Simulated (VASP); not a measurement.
Set up this calculation in VASP 6.6.1, as the native input.

| Property | Result |
| --- | --- |
| Task | single point |
| Functional | PBE |
| Dispersion | D3(BJ) |
| Potentials or basis | VASP PAW PBE potentials, release 64 (P, N) |
| Cutoff | 520 eV |
| k mesh | 20 × 20 × 20 |
| Occupations | gaussian, width 0.1 eV |
| Spin | no spin polarisation |
| Dipole correction | no |
| Further INCAR settings | ALGO = Normal; EDIFF = 1e-06; NBANDS = 12 |

The structure of PN lies in POSCAR:

```
PN
1.0
    2.6555082070      0.0000000000      0.0000000000
    0.0000000000      2.6555082070      0.0000000000
    0.0000000000      0.0000000000      2.6415535621
P N
1 1
Direct
    0.0000000000      0.0000000000      0.5000000000
    0.5000000000      0.5000000000      0.5000000000
```

These files were run (other wordings do the same):

INCAR

```
SYSTEM = PN
ALGO = Normal
EDIFF = 1E-6
ENCUT = 520
GGA = PE
ISIF = 2
ISMEAR = 0
IVDW = 12
LASPH = .True.
LCHARG = .False.
LREAL = .False.
LWAVE = .False.
NBANDS = 12
NELM = 80
PREC = Accurate
SIGMA = 0.1
```

KPOINTS

```
k-points
0
Gamma
  20 20 20
  0 0 0
```

Potentials or basis: VASP PAW PBE potentials, release 64 (P, N).

Launch:

```bash
$ cat potpaw_PBE.64/P/POTCAR potpaw_PBE.64/N/POTCAR > POTCAR
$ mpirun -np 1 vasp_std > vasp.out
```

It gave:

The pressure is -0.7 GPa. The band gap on the k mesh is zero (band 5 reaches 11.63 eV, above the bottom of band 6 at 6.96 eV) and the dispersion energy per atom is -0.357 eV.

Caveat: pairwise dispersion overbinds metals, which lowers pressure and volume.

Run time: 41 s on 1 thread of Intel(R) Xeon(R) 6975P-C (Granite Rapids) (shared host), peak memory 0.25 GiB.
